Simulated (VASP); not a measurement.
## Cd: relaxation of cell and atoms with PBEsol

Cd:

```
Cd
1.0
     0.00000    2.21000    2.21000
     2.21000    0.00000    2.21000
     2.21000    2.21000    0.00000
Cd
1
Direct
  0.00000 0.00000 0.00000
```

This isn't the form of Cd at room conditions, which is hcp.

```json
{
  "Program": "VASP 6.6.1",
  "Task": "relaxation of cell and atoms",
  "Functional": "PBEsol",
  "Potentials or basis": "VASP PAW PBE potentials, release 64 (Cd)",
  "Cutoff": "500 eV",
  "k mesh": "16 × 16 × 16",
  "Occupations": "methfessel-paxton, width 0.1 eV",
  "Spin": "no spin polarisation",
  "Target pressure": "30 GPa",
  "Dipole correction": "no",
  "Further INCAR settings": "ALGO = Normal; EDIFF = 1e-07; IBRION = 2; EDIFFG = -0.02; NSW = 80; ISIF = 3"
}
```

```yaml
Relaxed_volume: 16.36 Å³/atom
Relaxed_cell: a = 2.849 Å, b = 2.849 Å, c = 2.849 Å, α = 60.00°, β = 60.00°, γ = 60.00°
Space_group_after_relaxing_to_0.1_Å: Fm-3m (No. 225)
Energy_change_on_relaxing_the_run_minimises_the_enthalpy: +330.1 meV/atom
Ionic_steps: 5
Pressure_after_relaxing: 30.0 GPa
Band_gap_on_the_k_mesh: zero (bands 6 and 7 overlap by 3.02 eV)
```

The path:
| step | energy change (eV) | largest force (eV/Å) | pressure (GPa) | volume (Å³) |
| --- | --- | --- | --- | --- |
| 1 | 0.0000 | 0.0000 | -1.17 | 21.59 |
| 2 | 3.7706 | 0.0000 | 240.88 | 10.95 |
| 3 | 0.2501 | 0.0000 | 24.58 | 16.83 |
| 4 | 0.2914 | 0.0000 | 27.44 | 16.57 |
| 5 | 0.3301 | 0.0000 | 30.05 | 16.36 |

Final structure:
```
CELL_PARAMETERS angstrom
0.00000 2.01475 2.01475
2.01475 0.00000 2.01475
2.01475 2.01475 0.00000
ATOMIC_POSITIONS crystal
Cd 0.00000 0.00000 0.00000
```

Levels at points of the mesh, in eV from the Fermi level:
| k point | band 3 | band 4 | band 5 | band 6 | band 7 | band 8 | band 9 | band 10 |
| --- | --- | --- | --- | --- | --- | --- | --- | --- |
| (0.00, 0.00, 0.00) | -10.33 | -10.33 | -9.49 | -9.49 | 14.59 | 17.53 | 17.53 | 17.53 |
| (0.50, 0.00, 0.00) | -10.34 | -8.83 | -8.83 | -3.89 | -0.91 | 13.59 | 15.11 | 15.11 |
| (0.50, 0.50, 0.00) | -8.86 | -8.66 | -8.66 | -1.90 | 2.44 | 7.58 | 7.58 | 13.17 |

Wall time 27 s on 1 thread of Intel(R) Xeon(R) 6975P-C (Granite Rapids) (shared host), peak memory 0.17 GiB.

Caveat: the cell is relaxed towards a set pressure, so the run minimises the enthalpy, not the energy; the volume moved by over 15 % at a fixed basis, so the end points are rough; the PAW data sets were made with another functional, which shifts forces and pressure a little.
